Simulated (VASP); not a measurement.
## MgF3: single point with PBE

MgF3:

```
Mg F
1.0
     3.67438    0.00000    0.00000
    -1.83719    3.18211    0.00000
     0.00000    0.00000    4.66918
Mg F
1 3
Direct
  0.66667 0.33333 0.50000
  0.00000 0.00000 0.00000
  0.33333 0.66667 0.65217
  0.33333 0.66667 0.34783
```

The cell was generated, and may not be a known phase.

* Program: VASP 6.6.1
* Task: single point
* Functional: PBE
* Potentials or basis: VASP PAW PBE potentials, release 64 (Mg, F)
* Cutoff: 520 eV
* k mesh: 6 × 6 × 4
* Occupations: gaussian, width 0.1 eV
* Spin: collinear spin
* Starting moments: [0.0, 1.0, 1.0, 1.0] μB

```yaml
Pressure: 17.4 GPa
Largest_force: 18.273 eV/Å
Band_gap_on_the_k_mesh: 0.32 eV (least direct gap 0.36 eV)
Net_moment: 1.00 μB per cell
Site_moments: Mg -0.01; F +0.04, +0.44 (each value once) μB
Valence_electrons_inside_the_program's_atomic_spheres: Mg 0.16; F 6.02, 6.08 (each value once)
```

Forces on the atoms (eV/Å):
```
Mg    0.000   0.000   0.000
F     0.000   0.000   0.000
F     0.000   0.000  18.273
F     0.000   0.000 -18.273
```

Stress tensor (GPa, compression positive):
```
-5.73  0.00  0.00
 0.00 -5.73  0.00
 0.00  0.00 63.67
```

Levels at points of the mesh, in eV from the valence-band top:
Spin up:
| k point | band 9 | band 10 | band 11 | band 12 | band 13 | band 14 | band 15 | band 16 |
| --- | --- | --- | --- | --- | --- | --- | --- | --- |
| (0.00, 0.00, 0.00) | -1.93 | -1.06 | -1.06 | -0.04 | 0.32 | 7.76 | 8.44 | 9.56 |
| (0.50, 0.00, 0.00) | -1.60 | -1.42 | -1.12 | -0.19 | 4.24 | 4.70 | 8.68 | 10.81 |
| (0.00, 0.00, 0.50) | -2.31 | -1.01 | -1.01 | -0.69 | 1.77 | 5.11 | 9.46 | 9.46 |
| (0.50, 0.00, 0.50) | -1.97 | -1.66 | -1.03 | -0.10 | 4.27 | 5.51 | 7.26 | 10.77 |
Spin down:
| k point | band 9 | band 10 | band 11 | band 12 | band 13 | band 14 |
| --- | --- | --- | --- | --- | --- | --- |
| (0.00, 0.00, 0.00) | -1.81 | -0.98 | -0.98 | 0.37 | 2.13 | 7.81 |
| (0.50, 0.00, 0.00) | -1.50 | -1.33 | -1.04 | 2.06 | 4.28 | 4.79 |
| (0.00, 0.00, 0.50) | -2.25 | -0.93 | -0.93 | 1.31 | 1.83 | 5.36 |
| (0.50, 0.00, 0.50) | -1.66 | -1.61 | -0.93 | 1.85 | 4.32 | 5.58 |

It took 2.5 min on 1 thread of Intel Xeon 8259CL, with other jobs on the host, peak memory 0.21 GiB.

Caveat: the stress differs along the axes, from -6 to 64 GPa; forces of over 1 eV/Å act on the atoms, so gaps and moduli don't describe the material at rest. A k mesh can miss the band edges.
